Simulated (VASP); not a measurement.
**TaN: vibrations by perturbation theory with PBE**

TaN:

```
CELL_PARAMETERS angstrom
0.00000 2.19630 2.19630
2.19630 0.00000 2.19630
2.19630 2.19630 0.00000
ATOMIC_POSITIONS crystal
Ta 0.50000 0.50000 0.50000
N 0.00000 0.00000 0.00000
```

```
Program                : VASP 6.6.1
Task                   : vibrations by perturbation theory
Functional             : PBE
Potentials or basis    : VASP PAW PBE potentials, release 64 (Ta_pv, N)
Cutoff                 : 520 eV
k mesh                 : 16 × 16 × 16
Occupations            : fermi-dirac, width 0.15 eV
Spin                   : no spin polarisation
Dipole correction      : no
Further INCAR settings : ALGO = Normal; EDIFF = 1e-08; IBRION = 8; NSW = 1
```

```yaml
Highest_phonon_frequency_at_Γ: 405 cm⁻¹
```

Phonon frequencies in cm⁻¹ (negative: imaginary):
```csv
q point,frequencies
"(0.000, 0.000, 0.000)",0 0 0 405 405 405
```

Run time: 5.8 min on 1 thread of Intel Xeon 8259CL (shared host), peak memory 0.36 GiB.

Caveat: the cell stands under pressure or tension, which shifts response properties.
